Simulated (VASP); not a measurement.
A run of VASP 6.6.1:

INCAR

```
SYSTEM = AlSe4
ALGO     = Normal         ! electronic algorithm
EDIFF    = 1E-6           ! SCF threshold, eV
ENCUT    = 520            ! plane-wave cutoff, eV
GGA      = PE             ! functional
ISIF     = 2              ! what is computed and relaxed
ISMEAR   = 0              ! smearing method
IVDW     = 12             ! dispersion correction
LASPH    = .TRUE.         ! aspherical terms in the spheres
LCHARG   = .TRUE.         ! write CHGCAR
LELF     = .TRUE.         ! ELF
LREAL    = .FALSE.        ! projectors in reciprocal space
LVHAR    = .TRUE.       
LWAVE    = .FALSE.        ! write WAVECAR
NBANDS   = 22             ! bands
NELM     = 100            ! most SCF steps
PREC     = Accurate       ! precision mode
SIGMA    = 0.1            ! smearing width, eV
```

File KPOINTS:

```
k-points
0
G
  10 10 6
  0 0 0
```

File POSCAR:

```
AlSe4
1.0
    3.9895937438      0.0000000000      0.0000000000
    0.0000000000      3.9895937438      0.0000000000
    0.0000000000      0.0000000000      7.1726364632
Al Se
1 4
Direct
    0.5000000000      0.5000000000      0.0000000000
    0.0000000000      0.5000000000      0.7500407324
    0.5000000000      0.0000000000      0.7500407324
    0.0000000000      0.5000000000      0.2499592676
    0.5000000000      0.0000000000      0.2499592676
```

Potentials or basis: VASP PAW PBE potentials, release 64 (Al, Se).

The run is started by

```sh
$ cat potpaw_PBE.64/Al/POTCAR potpaw_PBE.64/Se/POTCAR > POTCAR
$ mpirun -np 1 vasp_std > vasp.out
```

Hardware: 1 thread of Intel(R) Xeon(R) Platinum 8488C (Sapphire Rapids), on a shared host.

Problem. How long does it take, and how much memory?

Solution. It took 120 s on 1 thread of Intel(R) Xeon(R) Platinum 8488C (Sapphire Rapids) (shared host), peak memory 0.32 GiB. Counts: scf iterations 13, k points 84.
